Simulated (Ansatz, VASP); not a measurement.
## NaI in VASP and in Ansatz

Contents of INCAR:

```
ALGO = Normal ; EDIFF = 1E-6
ENCUT = 520 ; GGA = PS
GGA_COMPAT = F ; ISIF = 2
ISMEAR = 0 ; LASPH = T
LCHARG = F ; LORBIT = 11
LORBMOM = T ; LREAL = F
LSORBIT = T ; LWAVE = F
MAGMOM = 0 0 0 0 0 0 ; NBANDS = 26
NELM = 150 ; PREC = Accurate
SIGMA = 0.05
```

The input KPOINTS:

```
k-points
0
Gamma
  6 6 6
```

File POSCAR:

```
NaI
1.0
    0.0000000000      3.2364007687      3.2364007687
    3.2364007687      0.0000000000      3.2364007687
    3.2364007687      3.2364007687      0.0000000000
Na I
1 1
Direct
    0.0000000000      0.0000000000      0.0000000000
    0.5000000000      0.5000000000      0.5000000000
```

Input for Ansatz:

```yaml
crystal:
  lattice:
    - [0.0, 3.2364007687, 3.2364007687]
    - [3.2364007687, 0.0, 3.2364007687]
    - [3.2364007687, 3.2364007687, 0.0]
  atoms:
    - { symbol: Na, position: [0.0, 0.0, 0.0] }
    - { symbol: I, position: [0.5, 0.5, 0.5] }
basis:
  ecutwfc: 420
  ecutrho_ratio: 4
kpoints:
  mp_grid: { grid: [6, 6, 6] }
hamiltonian:
  xc: pbesol
scf:
  occupations: { method: gaussian, width: 0.05 }
output:
  forces: true
  stress: true
  eigenvalues: true
  populations: true
  topological_invariants: true
magnetization:
  noncollinear: true
  spin_orbit: true
```

Alike in both runs: task single point; functional PBEsol; k mesh 6 × 6 × 6; occupations gaussian, width 0.05 eV; non-collinear spin, spin-orbit coupling.

|  | VASP | Ansatz |
| --- | --- | --- |
| version | VASP 6.6.1 | Ansatz 0.2.0 |
| potentials or method | VASP PAW PBE potentials, release 64 (Na_pv, I), cutoff 520 eV | plane waves, PAW |
| valence electrons in the cell | 14 | 26 |

Ansatz gave:

```
pressure (GPa)           : -0.5
net moment per atom (μB) : 0.00
```

Question: Which values does VASP return?

Answer: Pressure (GPa): -0.4; net moment per atom (μB): 0.00.

VASP's potentials were made for PBE, not for PBEsol. VASP's potentials hold 14 valence electrons a cell and Ansatz's 26, so a difference there can come from the potentials and not from the codes.
